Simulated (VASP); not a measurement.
Crystal: In.

```
CELL_PARAMETERS angstrom
3.14402 -2.07795 0.00000
3.14402 2.07795 0.00000
0.00000 0.00000 8.47649
ATOMIC_POSITIONS crystal
In 0.85000 0.15000 0.11700
In 0.65000 0.35000 0.61700
In 0.15000 0.85000 0.88300
In 0.35000 0.65000 0.38300
```

| Quantity | Value |
| --- | --- |
| Program | VASP 6.6.1 |
| Task | relaxation of cell and atoms |
| Functional | PBEsol |
| Potentials or basis | VASP PAW PBE potentials, release 64 (In_d) |
| Cutoff | 600 eV |
| k mesh | 6 × 6 × 2 |
| Occupations | gaussian, width 0.1 eV |
| Spin | no spin polarisation |

At the start: pressure 8.0 GPa; volume 27.69 Å³/atom.

Problem. Where does the relaxation end?

Solution. Over 30 steps the energy falls by 697.8 meV/atom and the volume is 25.63 Å³/atom (-7.5 %); space group Cmce (No. 64, to 0.1 Å) before, Fmmm (No. 69, to 0.1 Å).

Step by step:
```
step  energy change (eV)  largest force (eV/Å)  pressure (GPa)  volume (Å³)
   1              0.0000                5.1640            7.98       110.76
   2             -1.8784                0.4049           -4.70       132.73
   3             -2.0667                0.1838           -3.25       124.23
   4             -2.0678                0.1154           -3.48       124.96
   5             -2.0679                0.1427           -3.40       124.64
   6             -2.3248                0.1737           -1.81       114.71
   7             -2.4669                0.4169            1.11       104.63
   8             -1.8410                1.2342           15.27        85.84
   9             -2.4798                0.4684            1.82       102.87
  10             -2.6062                0.4669            2.23       100.36
  11             -2.6118                0.4600            2.49        99.70
  12             -2.6620                0.2912            0.71       102.84
  13             -2.6727                0.1921           -0.41       105.19
  14             -2.6783                0.1549           -0.28       104.76
  15             -2.6864                0.1004            0.23       103.50
  16             -2.6865                0.1025            0.26       103.37
  17             -2.6893                0.1050            0.06       103.78
  18             -2.6929                0.1236           -0.54       105.01
  19             -2.6944                0.1249           -0.59       104.96
  20             -2.6988                0.1316           -0.50       104.80
  21             -2.7079                0.1442           -0.44       104.48
  22             -2.7272                0.1657           -0.34       103.84
  23             -2.7579                0.2386            0.04       102.56
  24             -2.7680                0.2316            0.10       102.36
  25             -2.7764                0.2298            0.25       102.03
  26             -2.7767                0.2307            0.31       101.96
  27             -2.7835                0.1697            0.02       102.38
  28             -2.7887                0.0025           -0.60       103.66
  29             -2.7894                0.0397           -0.45       103.34
  30             -2.7913                0.0023           -0.06       102.50
```

Final structure:
```yaml
crystal:
  lattice:
    - [2.59472, -2.05105, 0.00000]
    - [2.59472, 2.05105, 0.00000]
    - [0.00000, 0.00000, 9.63029]
  atoms:
    - { symbol: In, position: [0.75030, 0.24970, 0.12497] }
    - { symbol: In, position: [0.74970, 0.25030, 0.62497] }
    - { symbol: In, position: [0.24970, 0.75030, 0.87503] }
    - { symbol: In, position: [0.25030, 0.74970, 0.37503] }
```

Caveat: the k points lie up to 0.33 Å⁻¹ apart in the final cell, too coarse for converged energies and pressures of a metal; the PAW data sets were made with another functional, which shifts forces and pressure a little.
